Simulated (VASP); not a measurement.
Input of a VASP 6.6.1 run:

POSCAR

```
PbSe
1.0
    0.0000000000      3.0263109600      3.0263109600
    3.0263109600      0.0000000000      3.0263109600
    3.0263109600      3.0263109600      0.0000000000
Pb Se
1 1
Direct
    0.0000000000      0.0000000000      0.0000000000
    0.5000000000      0.5000000000      0.5000000000
```

The input INCAR.step1:

```
  PREC = Accurate
  ENCUT = 520
  ISMEAR = -1
  SIGMA = 0.02
  LREAL = False
  LASPH = True
  NELM = 60
  NBANDS = 17
  GGA = PE
  ALGO = Normal
  EDIFF = 1E-4
  LWAVE = True
  LCHARG = False
```

The input INCAR.step2:

```
  PREC = Accurate
  ENCUT = 520
  EDIFF = 1E-6
  ISMEAR = -1
  SIGMA = 0.02
  LREAL = False
  LASPH = True
  NELM = 60
  ALGO = Normal
  ISIF = 2
  LWAVE = False
  LCHARG = True
  METAGGA = R2SCAN
  LMIXTAU = True
  LELF = True
  LVHAR = True
  NBANDS = 17
  ISTART = 1
```

KPOINTS

```
Automatic mesh
0
Gamma
  8 8 8
```

Potentials or basis: VASP PAW PBE potentials, release 64 (Pb_d, Se).

Launch:

```bash
$ cat potpaw_PBE.64/Pb_d/POTCAR potpaw_PBE.64/Se/POTCAR > POTCAR
$ cp INCAR.step1 INCAR
$ mpirun -np 1 vasp_std > vasp.out
$ cp INCAR.step2 INCAR
$ mpirun -np 1 vasp_std > vasp.out
```

(1) Estimate the band gap on the k mesh.

(2) Predict the pressure.

## Answers

(1) 0.45 eV, direct.

(2) 3.6 GPa.

Caveat: the PAW data sets were made with another functional, which shifts forces and pressure a little; spin-orbit coupling is left out, which moves the levels of the heavy elements.
